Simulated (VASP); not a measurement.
Input of a VASP 6.6.1 run:

Contents of INCAR:

```
  PREC = Accurate
  ENCUT = 600
  EDIFF = 1E-6
  ISMEAR = 0
  SIGMA = 0.01
  LREAL = False
  LASPH = True
  NELM = 120
  ALGO = Normal
  ISIF = 2
  LWAVE = False
  LCHARG = True
  GGA = PS
  LELF = True
  LVHAR = True
  NBANDS = 11
  GGA_COMPAT = False
```

File KPOINTS:

```
regular mesh
0
Gamma
  6 6 6
```

Contents of POSCAR:

```
SiC
1.0
   -0.0102383514      2.1669114133      2.1865831689
    2.1669114133     -0.0102383514      2.1865831689
    2.1566730619      2.1566730619      0.0000000000
Si C
1 1
Direct
   -0.0004825140     -0.0004825140      0.0004825140
    0.2504825140      0.2504825140      0.2495174860
```

Potentials or basis: VASP PAW PBE potentials, release 64 (Si, C).

Launch:

```bash
$ cat potpaw_PBE.64/Si/POTCAR potpaw_PBE.64/C/POTCAR > POTCAR
$ mpirun -np 1 vasp_std > vasp.out
```

Task: What does it give for the pressure?

Result: 1.8 GPa.

Task: What does it give for the band gap on the k mesh?

Result: 1.12 eV, indirect (least direct gap 4.35 eV).

Stress tensor (GPa, compression positive):
```
2.59 2.36 0.00
2.36 2.59 0.00
0.00 0.00 0.25
```

Caveat: the PAW data sets were made with another functional, which shifts forces and pressure a little. A k mesh can miss the band edges.
